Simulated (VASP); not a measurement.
A run of VASP 6.6.1:

The input INCAR:

```
  ALGO = Normal
  EDIFF = 1E-6
  ENCUT = 520
  GGA = CA
  ISIF = 2
  ISMEAR = -1
  ISPIN = 2
  LASPH = True
  LCHARG = False
  LMAXMIX = 4
  LORBIT = 11
  LREAL = False
  LWAVE = False
  MAGMOM = 3 0
  NBANDS = 18
  NELM = 150
  PREC = Accurate
  SIGMA = 0.05
```

Contents of KPOINTS:

```
k-points
0
Gamma
  11 11 11
```

POSCAR

```
FeO
1.0
    1.5188209023      0.8768916568      2.5195772846
   -1.5188209023      0.8768916568      2.5195772846
    0.0000000000     -1.7537833136      2.5195772846
Fe O
1 1
Direct
    0.0000000000      0.0000000000      0.0000000000
    0.5000000000      0.5000000000      0.5000000000
```

Potentials or basis: VASP PAW LDA potentials, release 64 (Fe, O).

Run with:

```bash
$ cat potpaw_LDA.64/Fe/POTCAR potpaw_LDA.64/O/POTCAR > POTCAR
$ mpirun -np 1 vasp_std > vasp.out
```

Hardware: 1 thread of AMD EPYC 7R13, on a shared host.

Question: Estimate the wall time of this run.

Answer: Wall time 4.2 min on 1 thread of AMD EPYC 7R13, on a shared host, peak memory 0.17 GiB. Counts: scf iterations 15, k points 146.
